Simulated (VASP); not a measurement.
LaNbF2:

```
La Nb F
1.0
     4.00000    0.00000    0.00000
     0.00000    4.00000    0.00000
     0.00000    0.00000    8.40000
La Nb F
2 2 4
Direct
  0.50000 0.00000 0.84000
  0.00000 0.50000 0.16000
  0.50000 0.50000 0.50000
  0.00000 0.00000 0.50000
  0.50000 0.50000 0.00000
  0.00000 0.00000 0.00000
  0.50000 0.00000 0.34000
  0.00000 0.50000 0.66000
```

- Program: VASP 6.6.1
- Task: relaxation of cell and atoms
- Functional: PBE
- Potentials or basis: VASP PAW PBE potentials, release 64 (La, Nb_sv, F)
- Cutoff: 600 eV
- k mesh: 4 × 4 × 2
- Occupations: gaussian, width 0.2 eV
- Spin: no spin polarisation

At the start: pressure 9.3 GPa; volume 16.80 Å³/atom.

Question: Where does the relaxation end?

Answer: Over 22 steps the energy falls by 588.9 meV/atom and the volume is 17.41 Å³/atom (+3.6 %); space group P4/nmm (No. 129, to 0.1 Å) before and after.

The path:
| step | energy change (eV) | largest force (eV/Å) | pressure (GPa) | volume (Å³) |
| --- | --- | --- | --- | --- |
| 1 | 0.0000 | 2.8490 | 9.26 | 134.40 |
| 2 | -0.7224 | 0.9602 | -5.07 | 154.18 |
| 3 | -0.7560 | 1.2747 | -3.08 | 150.24 |
| 4 | -1.0290 | 0.8950 | -1.83 | 146.40 |
| 5 | -1.1264 | 1.0546 | -0.32 | 142.96 |
| 6 | -1.3526 | 1.1516 | 0.59 | 139.92 |
| 7 | -1.7491 | 1.5147 | 5.38 | 130.56 |
| 8 | -1.7613 | 2.3299 | 9.17 | 125.81 |
| 9 | -1.8239 | 2.4070 | 9.14 | 125.79 |
| 10 | -2.0101 | 2.6433 | 8.98 | 125.70 |
| 11 | -2.3258 | 3.1325 | 9.09 | 125.42 |
| 12 | -2.2317 | 4.1330 | 11.27 | 124.41 |
| 13 | -2.4555 | 3.5410 | 9.55 | 125.08 |
| 14 | -2.8028 | 3.2485 | 6.97 | 127.45 |
| 15 | -3.5410 | 2.5906 | 0.64 | 134.73 |
| 16 | -4.0077 | 1.8267 | -7.81 | 150.12 |
| 17 | -4.4103 | 1.1015 | -5.80 | 147.02 |
| 18 | -4.6824 | 0.4543 | -1.02 | 141.94 |
| 19 | -4.6829 | 0.3731 | -1.28 | 142.16 |
| 20 | -4.7003 | 0.2443 | -0.59 | 140.81 |
| 21 | -4.7087 | 0.1029 | 0.39 | 138.98 |
| 22 | -4.7112 | 0.0738 | 0.05 | 139.27 |

Final structure:
```yaml
crystal:
  lattice:
    - [3.69736, 0.00000, 0.00000]
    - [0.00000, 3.69736, 0.00000]
    - [0.00000, 0.00000, 10.18800]
  atoms:
    - { symbol: La, position: [0.50000, 0.00000, 0.82814] }
    - { symbol: La, position: [0.00000, 0.50000, 0.17186] }
    - { symbol: Nb, position: [0.50000, 0.50000, 0.50000] }
    - { symbol: Nb, position: [0.00000, 0.00000, 0.50000] }
    - { symbol: F, position: [0.50000, 0.50000, 0.00000] }
    - { symbol: F, position: [0.00000, 0.00000, 0.00000] }
    - { symbol: F, position: [0.50000, 0.00000, 0.18523] }
    - { symbol: F, position: [0.00000, 0.50000, 0.81477] }
```

Caveat: the k points lie up to 0.42 Å⁻¹ apart in the final cell, too coarse for converged energies and pressures of a metal; a cell axis changed by over 15 % at a fixed basis, so the end point is rough; the relaxation stopped at a loose force limit of 0.08 eV/Å, so its end isn't a converged minimum.
